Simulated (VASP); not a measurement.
# SiC (Pmc2_1) in VASP: notebook

The runs below take SiC through single point, with PBE.

All numbers are computed with VASP 6.6.1; they aren't measurements. Logs are shortened: lines on timing, memory, paths and dates and some standing lists are left out, and cuts for length are marked.

### 1 The cell of the first run

It takes space group Pmc2_1 (No. 26, orthorhombic). Conventional cell: a = 3.092 Å, b = 15.210 Å, c = 5.074 Å, α = 90.00°, β = 90.00°, γ = 90.00°. Si (site symmetry m) has 4 C at 1.89 to 1.91 Å within 2.5 Å. Within 2.5 Å of Si (site symmetry m) lie 3 C at 1.89 to 1.91 Å. Si (site symmetry m) has 4 C at 1.89 to 1.91 Å within 2.5 Å. Si (site symmetry m) has 4 C at 1.89 to 1.91 Å within 2.5 Å. Within 2.5 Å of C (site symmetry m) lie 4 Si at 1.89 to 1.91 Å. Within 2.5 Å of C (site symmetry m) lie 3 Si at 1.89 to 1.91 Å. Within 2.5 Å of C (site symmetry m) lie 4 Si at 1.89 to 1.91 Å. Within 2.5 Å of C (site symmetry m) lie 4 Si at 1.89 to 1.91 Å.

### 2 Single point, PBE (the distance across one plane changed)

Contents of INCAR:

```
SYSTEM = SiC
PREC     = Accurate       ! precision mode
ENCUT    = 520            ! plane-wave cutoff, eV
EDIFF    = 1E-6           ! SCF threshold, eV
ISMEAR   = 0              ! smearing method
SIGMA    = 0.05           ! smearing width, eV
LREAL    = Auto         
LASPH    = .TRUE.         ! aspherical terms in the spheres
NELM     = 60             ! most SCF steps
ALGO     = Normal         ! electronic algorithm
ISIF     = 2              ! what is computed and relaxed
LWAVE    = .FALSE.        ! write WAVECAR
LCHARG   = .TRUE.         ! write CHGCAR
GGA      = PE             ! functional
LELF     = .TRUE.         ! ELF
LVHAR    = .TRUE.       
NBANDS   = 46             ! bands
```

Contents of KPOINTS:

```
regular mesh
0
G
  9 5 3
  0 0 0
```

Contents of POSCAR:

```
SiC
1.0
    1.5458832036     -2.6775482513      0.0000000000
    0.0000000000      0.0000000000     -5.0740211774
   13.1724135391      7.6050965024      0.0000000000
Si C
8 8
Direct
    0.5000000000      0.9954364687      0.5867881383
    0.0000000000      0.9954364687      0.0586788138
    0.5000000000      0.9954364687      0.2347152553
    0.0000000000      0.9954364687      0.4107516968
    0.0000000000      0.4954364687      0.6454669522
    0.5000000000      0.4954364687      0.1173576277
    0.0000000000      0.4954364687      0.2933940692
    0.5000000000      0.4954364687      0.4694305107
    0.5000000000      0.6195635313      0.5867881383
    0.0000000000      0.6195635313      0.0586788138
    0.5000000000      0.6195635313      0.2347152553
    0.0000000000      0.6195635313      0.4107516968
    0.0000000000      0.1195635313      0.6454669522
    0.5000000000      0.1195635313      0.1173576277
    0.0000000000      0.1195635313      0.2933940692
    0.5000000000      0.1195635313      0.4694305107
```

Potentials or basis: VASP PAW PBE potentials, release 64 (Si, C).

Started as:

```console
$ cat potpaw_PBE.64/Si/POTCAR potpaw_PBE.64/C/POTCAR > POTCAR
$ mpirun -np 1 vasp_std > vasp.out
```

OUTCAR:

```text
SYSTEM = SiC
   PREC = Accurate
   ENCUT = 520
   EDIFF = 1E-6
   ISMEAR = 0
   LREAL = Auto
   LASPH = .TRUE.
   NELM = 60
   ISIF = 2
   GGA = PE

 ion  position               nearest neighbor table
   1  0.500  0.995  0.587-  16 1.89  13 1.89  13 1.89   9 1.91   4 3.09   4 3.09   8 3.10   8 3.10
                             5 3.10   5 3.10   5 3.10   5 3.10
   2  0.000  0.995  0.059-  14 1.89  14 1.89  10 1.91   3 3.09   3 3.09   6 3.10   6 3.10   6 3.10
                             6 3.10
   3  0.500  0.995  0.235-  14 1.89  15 1.89  15 1.89  11 1.91   4 3.09   4 3.09   2 3.09   2 3.09
                             6 3.10   6 3.10   7 3.10   7 3.10   7 3.10   7 3.10
   4  0.000  0.995  0.411-  15 1.89  16 1.89  16 1.89  12 1.91   3 3.09   3 3.09   1 3.09   1 3.09
                             7 3.10   7 3.10   8 3.10   8 3.10   8 3.10   8 3.10
   5  0.000  0.495  0.645-   9 1.89   9 1.89  13 1.91   8 3.09   8 3.09   1 3.10   1 3.10   1 3.10
                             1 3.10
   6  0.500  0.495  0.117-  11 1.89  10 1.89  10 1.89  14 1.91   7 3.09   7 3.09   3 3.10   3 3.10
                             2 3.10   2 3.10   2 3.10   2 3.10
   7  0.000  0.495  0.293-  12 1.89  11 1.89  11 1.89  15 1.91   6 3.09   6 3.09   8 3.09   8 3.09
                             4 3.10   4 3.10   3 3.10   3 3.10   3 3.10   3 3.10
   8  0.500  0.495  0.469-   9 1.89  12 1.89  12 1.89  16 1.91   7 3.09   5 3.09   7 3.09   5 3.09
                             1 3.10   1 3.10   4 3.10   4 3.10   4 3.10   4 3.10
   9  0.500  0.620  0.587-   8 1.89   5 1.89   5 1.89   1 1.91
  10  0.000  0.620  0.059-   6 1.89   6 1.89   2 1.91
  11  0.500  0.620  0.235-   6 1.89   7 1.89   7 1.89   3 1.91
  12  0.000  0.620  0.411-   7 1.89   8 1.89   8 1.89   4 1.91
  13  0.000  0.120  0.645-   1 1.89   1 1.89   5 1.91
  14  0.500  0.120  0.117-   3 1.89   2 1.89   2 1.89   6 1.91
  15  0.000  0.120  0.293-   4 1.89   3 1.89   3 1.89   7 1.91
  16  0.500  0.120  0.469-   1 1.89   4 1.89   4 1.89   8 1.91

  LATTYP: Found a simple orthorhombic cell.
 ALAT       =     3.0917664073
 B/A-ratio  =     1.6411398887
 C/A-ratio  =     4.9195802663

  Lattice vectors:

 A1 = (   1.5458832036,  -2.6775482513,   0.0000000000)
 A2 = (   0.0000000000,   0.0000000000,  -5.0740211774)
 A3 = (  13.1724135391,   7.6050965024,   0.0000000000)

Analysis of symmetry for initial positions (statically):
=====================================================================
 Subroutine PRICEL returns:
 Original cell was already a primitive cell.

 Routine SETGRP: Setting up the symmetry group for a
 simple orthorhombic supercell.

 Subroutine GETGRP returns: Found  4 space group operations
 (whereof  2 operations were pure point group operations)
 out of a pool of  8 trial point group operations.

The static configuration has the point symmetry C_1h.
 The point group associated with its full space group is C_2v.

Analysis of symmetry for dynamics (positions and initial velocities):
=====================================================================
 Subroutine PRICEL returns:
 Original cell was already a primitive cell.

 Routine SETGRP: Setting up the symmetry group for a
 simple orthorhombic supercell.

 Subroutine GETGRP returns: Found  4 space group operations
 (whereof  2 operations were pure point group operations)
 out of a pool of  8 trial point group operations.

The dynamic configuration has the point symmetry C_1h.
 The point group associated with its full space group is C_2v.

 Subroutine INISYM returns: Found  4 space group operations
 (whereof  2 operations are pure point group operations),
 and found     1 'primitive' translations

----------------------------------------------------------------------------------------

                                     Primitive cell

  volume of cell :     238.6128

  direct lattice vectors                    reciprocal lattice vectors
     1.545883204 -2.677548251  0.000000000     0.161719850 -0.280106997  0.000000000
     0.000000000  0.000000000 -5.074021177     0.000000000  0.000000000 -0.197082347
    13.172413539  7.605096502  0.000000000     0.056937174  0.032872693  0.000000000

  length of vectors
     3.091766407  5.074021177 15.210193005     0.323439700  0.197082347  0.065745385

  position of ions in fractional coordinates (direct lattice)
     0.500000000  0.995436469  0.586788138
     0.000000000  0.995436469  0.058678814
     0.500000000  0.995436469  0.234715255
     0.000000000  0.995436469  0.410751697
     0.000000000  0.495436469  0.645466952
     0.500000000  0.495436469  0.117357628
[... 8 lines left out ...]
     0.000000000  0.119563531  0.293394069
     0.500000000  0.119563531  0.469430511

  ion indices of the primitive-cell ions
   primitive index   ion index
                 1           1
                 2           2
                 3           3
                 4           4
                 5           5
                 6           6
[... 8 lines left out ...]
                15          15
                16          16

----------------------------------------------------------------------------------------

 KPOINTS: regular mesh

Automatic generation of k-mesh.
 Grid dimensions read from file:
 generate k-points for:    9    5    3

 Generating k-lattice:

  Cartesian coordinates                     Fractional coordinates (reciprocal lattice)
     0.017968872 -0.031123000  0.000000000     0.111111111  0.000000000 -0.000000000
     0.000000000  0.000000000 -0.039416469     0.000000000  0.200000000  0.000000000
     0.018979058  0.010957564  0.000000000     0.000000000  0.000000000  0.333333333

  Length of vectors
     0.035937744  0.039416469  0.021915128

  Shift w.r.t. Gamma in fractional coordinates (k-lattice)
     0.000000000  0.000000000  0.000000000

 Subroutine IBZKPT returns following result:
 ===========================================

 Found     30 irreducible k-points:

 Following reciprocal coordinates:
            Coordinates               Weight
  0.000000  0.000000  0.000000      1.000000
  0.111111  0.000000  0.000000      2.000000
  0.222222  0.000000  0.000000      2.000000
  0.333333  0.000000  0.000000      2.000000
  0.444444  0.000000  0.000000      2.000000
  0.000000  0.200000  0.000000      2.000000
[... 16 lines left out ...]
  0.222222  0.200000  0.333333      8.000000
  0.333333  0.200000  0.333333      8.000000
 [... further k-points ...]
   k-points           NKPTS =     30   k-points in BZ     NKDIM =     30   number of bands    NBANDS=     46
   number of dos      NEDOS =    301   number of ions     NIONS =     16
   total plane-waves  NPLWV = 115200
   dimension x,y,z NGX =    24 NGY =   40 NGZ =  120
   dimension x,y,z NGXF=    48 NGYF=   80 NGZF=  240
   ions per type =               8   8
   NGX,Y,Z   is equivalent  to a cutoff of  12.90, 13.11, 13.12 a.u.
   NGXF,Y,Z  is equivalent  to a cutoff of  25.81, 26.21, 26.23 a.u.
 SYSTEM =  SiC
   PREC   = accura    normal or accurate (medium, high low for compatibility)
   ISTART =      0    job   : 0-new  1-cont  2-samecut
   ICHARG =      2    charge: 1-file 2-atom 10-const
   ISPIN  =      1    spin polarized calculation?
   LNONCOLLINEAR =      F non collinear calculations
   LSORBIT =      F    spin-orbit coupling
   LASPH  =      T    aspherical Exc in radial PAW
   ENCUT  =  520.0 eV  38.22 Ry    6.18 a.u.   5.75  9.43 28.28*2*pi/ulx,y,z
   NELM   =     60;   NELMIN=  2; NELMDL= -5     # of ELM steps
   EDIFF  = 0.1E-05   stopping-criterion for ELM
   LREAL  =      T    real-space projection
   EDIFFG = 0.1E-04   stopping-criterion for IOM
   NSW    =      0    number of steps for IOM
   IBRION =     -1    ionic relax: 0-MD 1-quasi-New 2-CG
   NFREE  =      0    steps in history (QN), initial steepest desc. (CG)
   ISIF   =      2    stress and relaxation
   ISYM   =      2    0-nonsym 1-usesym 2-fastsym
   POTIM  = 0.5000    time-step for ionic-motion
   TEBEG  =    0.0;   TEEND  =   0.0 temperature during run
   PSTRESS=    0.0 pullay stress
   NELECT =      64.0000    total number of electrons
   NUPDOWN=      -1.0000    fix difference up-down
   EMIN   =  10.00;   EMAX   =-10.00  energy-range for DOS
   EFERMI =   0.00;   METHOD = LEGACY
   ISMEAR =     0;   SIGMA  =   0.05  broadening in eV -4-tet -1-fermi 0-gaus
   EFERMI_NEDOS =   21; number of points for ismear=-14 and -15
   IALGO  =     38    algorithm
   IMIX   =      4    mixing-type and parameters
     AMIX     =   0.40;   BMIX     =  1.00
     AMIX_MAG =   1.60;   BMIX_MAG =  1.00
  volume/ion in A,a.u.               =      14.91       100.64
  Fermi-wavevector in a.u.,A,eV,Ry     =   1.055772  1.995120 15.165804  1.114655
  Thomas-Fermi vector in A             =   2.190983
   LORBIT       =      0    0 simple, 1 ext, 2 COOP (PROOUT), +10 PAW based schemes
   GGA     = PE    functional components
   LHFCALC =     F    Hartree Fock is set to
   AEXX    =    0.0000 exact exchange contribution
   IVDW    =     0    specifies the selected vdW correction
   LEPSILON=     F    determine dielectric tensor
   LRPA    =     F    only Hartree local field effects (RPA)
 non-spin polarized calculation
 Gauss-broadening in eV      SIGMA  =   0.05
  energy-cutoff  :      520.00
  volume of cell :      238.61
 maximum number of plane-waves:      6456
 NGX is ok and might be reduce to    24
   NGX = 11   NGY = 19   NGZ = 57

 number of electron      63.9999993 magnetization

 Free energy of the ion-electron system (eV)
  ---------------------------------------------------
  ext. energy  EPLUGINS =         0.00000000
  ---------------------------------------------------
  free energy    TOTEN  =      -114.51522671 eV

  energy without entropy =     -114.51522671  energy(sigma->0) =     -114.51522671

 E-fermi :   4.4910     XC(G=0):  -8.9162

 val. band max:        4.2812953614   @ k =  -0.0000   0.0000   0.3333
 cond. band min:       4.8050962776   @ k =   0.4444   0.4000   0.3333
 fundamental gap:      0.5238009162
 Fermi energy:         4.4909504445

 k-point     1 :       0.0000    0.0000    0.0000
  band No.  band energies     occupation
      1     -11.2569      2.00000
      2     -10.5078      2.00000
      3      -9.4560      2.00000
      4      -8.4698      2.00000
      5      -7.7734      2.00000
      6      -7.1363      2.00000
[... 1117 lines left out ...]
     43      10.6637      0.00000
     44      10.7228      0.00000

 [... further k-points ...]

 [bands above 44 left out]

------------------------ aborting loop because EDIFF is reached ----------------------------------------

  FORCE on cell =-STRESS in cart. coord.  units (eV):
  Direction    XX          YY          ZZ          XY          YZ          ZX
  --------------------------------------------------------------------------------------
  -------------------------------------------------------------------------------------
  Total       -2.8691093     -0.3858595     -9.1489948     -2.1505575      0.0000000      0.0000000
  in kB      -19.2647779     -2.5908727    -61.4313822    -14.4400254      0.0000000      0.0000000
  external PRESSURE =     -27.7623443 kB  Pullay stress =       0.0000000 kB

 VOLUME and BASIS-vectors are now :
 -----------------------------------------------------------------------------
  energy-cutoff  :      520.00
  volume of cell :      238.61
      direct lattice vectors                 reciprocal lattice vectors
     1.545883204 -2.677548251  0.000000000     0.161719850 -0.280106997  0.000000000
     0.000000000  0.000000000 -5.074021177     0.000000000  0.000000000 -0.197082347
    13.172413539  7.605096502  0.000000000     0.056937174  0.032872693  0.000000000

 POSITION                                       TOTAL-FORCE (eV/Angst)
 -----------------------------------------------------------------------------------
      8.50236      3.12381     -5.05087         2.048596      1.182757     -0.892174
      0.77294      0.44626     -5.05087         1.457726      0.841618      2.395125
      3.86471      0.44626     -5.05087         0.050416      0.029108      0.621088
      5.41059      3.12381     -5.05087         0.128567      0.074228     -0.026698
      8.50236      4.90884     -2.51386        -1.457726     -0.841618      2.395125
      2.31882     -0.44626     -2.51386        -2.048596     -1.182757     -0.892174
[... 8 lines left out ...]
      3.86471      2.23129     -0.60667        -0.208714     -0.120501     -0.108053
      6.95647      2.23129     -0.60667        -0.441868     -0.255113     -0.010070
 -----------------------------------------------------------------------------------
    total drift:                                0.000001      0.000000     -0.032090

  FREE ENERGIE OF THE ION-ELECTRON SYSTEM (eV)
  ---------------------------------------------------
  free  energy   TOTEN  =      -114.5152267081 eV

  energy  without entropy=     -114.5152267081  energy(sigma->0) =     -114.51522671
```

It took 5.6 min on 1 thread of Intel Xeon Platinum 8488C (Sapphire Rapids), shared host; peak memory 0.43 GiB.

Results:

| Quantity | Value |
| --- | --- |
| Free energy | -114.5152 eV |
| Pressure | -2.8 GPa |
| Largest force | 2.927 eV/Å |
| Band gap on the k mesh | 0.52 eV (least direct gap 0.54 eV) |

Forces in eV/Å, atoms in the order of the input:
```
Si   2.049  1.183 -0.892
Si   1.458  0.842  2.395
Si   0.050  0.029  0.621
Si   0.129  0.074 -0.027
Si  -1.458 -0.842  2.395
Si  -2.049 -1.183 -0.892
Si  -0.129 -0.074 -0.027
Si  -0.050 -0.029  0.621
C    0.816  0.471 -0.570
C    1.085  0.626 -1.409
C    0.442  0.255 -0.010
C    0.209  0.121 -0.108
C   -1.085 -0.626 -1.409
C   -0.816 -0.471 -0.570
C   -0.209 -0.121 -0.108
C   -0.442 -0.255 -0.010
```

Caveat: the cell differs from its parent crystal (the distance across one plane changed); an odd mesh through Γ misses points on the zone boundary, where band edges can lie; forces of over 1 eV/Å act on the atoms, so gaps and moduli don't describe the material at rest.

[end of part 1 of 2]
